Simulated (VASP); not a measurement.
# Co in VASP: notebook, part 2 of 2

VASP 6.6.1. The steps go on from the part before.

## (3) Single point, r2SCAN (10.90 Å³/atom)

This run uses another cell than the first one, of 10.90 Å³/atom.

The input, POSCAR:

```
Co
1.0
   -2.1201073932      2.1200417444      1.2127754861
    2.1200417444     -2.1201073932      1.2127754861
    2.1203967051      2.1203967051     -1.2128957221
Co
2
Direct
    0.9999945772      0.0000054228      1.0000000000
    0.7500054228      0.2499945772      0.5000000000
```

The input, INCAR.step1:

```
SYSTEM = Co
ALGO     = Normal         ! electronic algorithm
EDIFF    = 1E-4           ! SCF threshold, eV
ENCUT    = 520            ! plane-wave cutoff, eV
GGA      = PE             ! functional
ISMEAR   = -1             ! smearing method
LASPH    = .TRUE.         ! aspherical terms in the spheres
LCHARG   = .FALSE.        ! write CHGCAR
LREAL    = .FALSE.        ! projectors in reciprocal space
LWAVE    = .TRUE.         ! write WAVECAR
NBANDS   = 16             ! bands
NELM     = 60             ! most SCF steps
PREC     = Accurate       ! precision mode
SIGMA    = 0.1            ! smearing width, eV
```

The input, INCAR.step2:

```
SYSTEM = Co
ALGO     = Normal         ! electronic algorithm
EDIFF    = 1E-6           ! SCF threshold, eV
ENCUT    = 520            ! plane-wave cutoff, eV
ISIF     = 2              ! what is computed and relaxed
ISMEAR   = -1             ! smearing method
ISTART   = 1            
LASPH    = .TRUE.         ! aspherical terms in the spheres
LCHARG   = .FALSE.        ! write CHGCAR
LMIXTAU  = .TRUE.       
LREAL    = .FALSE.        ! projectors in reciprocal space
LWAVE    = .FALSE.        ! write WAVECAR
METAGGA  = R2SCAN         ! meta-GGA
NBANDS   = 16             ! bands
NELM     = 60             ! most SCF steps
PREC     = Accurate       ! precision mode
SIGMA    = 0.1            ! smearing width, eV
```

The input, KPOINTS:

```
k-points
0
G
  17 17 12
  0 0 0
```

Potentials or basis: VASP PAW PBE potentials, release 64 (Co).

Launch:

```bash
> cat potpaw_PBE.64/Co/POTCAR > POTCAR
> cp INCAR.step1 INCAR
> mpirun -np 1 vasp_std > vasp.out
> cp INCAR.step2 INCAR
> mpirun -np 1 vasp_std > vasp.out
```

OUTCAR:

```text
SYSTEM = Co
   EDIFF = 1E-6
   ENCUT = 520
   ISIF = 2
   ISMEAR = -1
   ISTART = 1
   LASPH = .TRUE.
   LREAL = .FALSE.
   METAGGA = R2SCAN
   NELM = 60
   PREC = Accurate

 ion  position               nearest neighbor table
   1  1.000  0.000  0.000-   2 2.21   2 2.21   2 2.21   2 2.21   2 2.79   2 2.79   2 2.79   2 2.79

   2  0.750  0.250  0.500-   1 2.21   1 2.21   1 2.21   1 2.21   1 2.79   1 2.79   1 2.79   1 2.79

  Warning from LATTYP: Got some problem with cell dimensions!
  Tried to take original basis but could not verify dimensions!
  LATTYP: Found a base centered monoclinic cell.
 ALAT       =     2.4255509740
[... 651 lines left out ...]

  FORCE on cell =-STRESS in cart. coord.  units (eV):
  Direction    XX          YY          ZZ          XY          YZ          ZX
  --------------------------------------------------------------------------------------
  -------------------------------------------------------------------------------------
  Total        0.0818596      0.0818596      0.0595491      0.0010661     -0.0002984     -0.0002984
  in kB        6.0142026      6.0142026      4.3750568      0.0783265     -0.0219237     -0.0219238
  external PRESSURE =       5.4678206 kB  Pullay stress =       0.0000000 kB

 VOLUME and BASIS-vectors are now :
 -----------------------------------------------------------------------------
  energy-cutoff  :      520.00
  volume of cell :       21.81
      direct lattice vectors                 reciprocal lattice vectors
    -2.120107393  2.120041744  1.212775486    -0.000004400  0.235836361  0.412283845
     2.120041744 -2.120107393  1.212775486     0.235836361 -0.000004400  0.412283845
     2.120396705  2.120396705 -1.212895722     0.235808582  0.235808582  0.000012765

 POSITION                                       TOTAL-FORCE (eV/Angst)
 -----------------------------------------------------------------------------------
     -2.12008      2.12002      1.21278        -0.000587      0.000587      0.000000
      0.00011      2.12023      0.60633         0.000587     -0.000587     -0.000000
 -----------------------------------------------------------------------------------
    total drift:                               -0.000000      0.000000     -0.000000

  FREE ENERGIE OF THE ION-ELECTRON SYSTEM (eV)
  ---------------------------------------------------
  free  energy   TOTEN  =       -24.4189085737 eV

  energy  without entropy=      -24.2810220811  energy(sigma->0) =      -24.34996533
```

It took 6.3 min on 1 thread of Intel Xeon Platinum 8488C (Sapphire Rapids), shared host; peak memory 0.38 GiB.

What came out:

| Property | Result |
| --- | --- |
| Free energy | -24.4189 eV |
| Pressure | 0.5 GPa |
| Band gap on the k mesh | zero (bands 9 and 10 overlap by 1.41 eV) |

Levels at points of the mesh, in eV from the Fermi level:
```csv
k point,band 6,band 7,band 8,band 9,band 10,band 11,band 12,band 13
"(0.00, 0.00, 0.00)",-0.74,-0.74,-0.66,-0.66,0.60,1.32,7.79,7.79
"(0.00, 0.00, 0.50)",-2.33,-0.88,-0.88,0.00,0.00,0.39,0.39,14.73
```

Caveat: the PAW data sets were made with another functional, which shifts forces and pressure a little; the run has no spin polarisation, though such a crystal can be magnetic. Spin polarisation is off, so any magnetic state and its effect on volume and gap are missing.

## (4) Single point, r2SCAN (12.21 Å³/atom)

This run uses another cell than the first one, of 12.21 Å³/atom.

The input, POSCAR:

```
Co
1.0
   -2.2017290269      2.2016608507      1.2594659117
    2.2016608507     -2.2017290269      1.2594659117
    2.2020294770      2.2020294770     -1.2595907766
Co
2
Direct
    0.9999945772      0.0000054228      1.0000000000
    0.7500054228      0.2499945772      0.5000000000
```

The input, INCAR.step1:

```
ALGO     = Normal         # electronic algorithm
EDIFF    = 1E-4           # SCF threshold, eV
ENCUT    = 520            # plane-wave cutoff, eV
GGA      = PE             # functional
ISMEAR   = -1             # smearing method
LASPH    = T              # aspherical terms in the spheres
LCHARG   = F              # write CHGCAR
LREAL    = F              # projectors in reciprocal space
LWAVE    = T              # write WAVECAR
NBANDS   = 16             # bands
NELM     = 100            # most SCF steps
PREC     = Accurate       # precision mode
SIGMA    = 0.1            # smearing width, eV
```

The input, INCAR.step2:

```
ALGO     = Normal         # electronic algorithm
EDIFF    = 1E-6           # SCF threshold, eV
ENCUT    = 520            # plane-wave cutoff, eV
ISIF     = 2              # what is computed and relaxed
ISMEAR   = -1             # smearing method
ISTART   = 1            
LASPH    = T              # aspherical terms in the spheres
LCHARG   = T              # write CHGCAR
LELF     = T              # ELF
LMIXTAU  = T            
LREAL    = F              # projectors in reciprocal space
LVHAR    = T            
LWAVE    = F              # write WAVECAR
METAGGA  = R2SCAN         # meta-GGA
NBANDS   = 16             # bands
NELM     = 100            # most SCF steps
PREC     = Accurate       # precision mode
SIGMA    = 0.1            # smearing width, eV
```

The input, KPOINTS:

```
k-points
0
Gamma
  17 17 12
```

Launch:

```bash
> cat potpaw_PBE.64/Co/POTCAR > POTCAR
> cp INCAR.step1 INCAR
> mpirun -np 1 vasp_std > vasp.out
> cp INCAR.step2 INCAR
> mpirun -np 1 vasp_std > vasp.out
```

It took 12 min on 1 thread of Intel Xeon 6975P-C (Granite Rapids), shared host; peak memory 0.42 GiB.

Results (log left out):

```yaml
Free_energy: -24.2394 eV
Pressure: -19.9 GPa
Band_gap_on_the_k_mesh: zero (bands 9 and 10 overlap by 1.21 eV)
```

Stress tensor (GPa, compression positive):
```
-20.52   0.00   0.00
  0.00 -20.52   0.00
  0.00   0.00 -18.52
```

Levels at points of the mesh, in eV from the Fermi level:
```
           k point  band 6  band 7  band 8  band 9  band 10  band 11  band 12  band 13
(0.00, 0.00, 0.00)   -0.64   -0.64   -0.56   -0.56     0.49     1.13     7.24     7.24
(0.00, 0.00, 0.50)   -2.00   -0.79   -0.79    0.00     0.00     0.33     0.33    13.60
```

Caveat: the cell stands under tension; the PAW data sets were made with another functional, which shifts forces and pressure a little; the run has no spin polarisation, though such a crystal can be magnetic.

## (5) Overview

| cell | gap on the mesh (eV) | pressure (GPa) |
| --- | --- | --- |
| a = 3.191 Å, angles 98.1, 98.1, 136.0°, 2 atoms | none | 10.9 |
| a = 3.234 Å, angles 98.1, 98.1, 136.0°, 2 atoms | none | 0.5 |
| a = 3.359 Å, angles 98.1, 98.1, 136.0°, 2 atoms | none | -19.9 |

Alike in all rows: task single point; level r2SCAN; potentials or basis VASP PAW PBE potentials, release 64 (Co); no spin polarisation; k mesh 17 × 17 × 12; cutoff (eV) 520; smearing fermi-dirac 0.1 eV.

Caveats: the PAW data sets were made with another functional, which shifts forces and pressure a little; the run has no spin polarisation, though such a crystal can be magnetic; the cell stands under pressure (at least some runs); the cell stands under tension (at least some runs).

Total energies depend on the potentials used, so only differences within one code and one set of settings carry meaning.
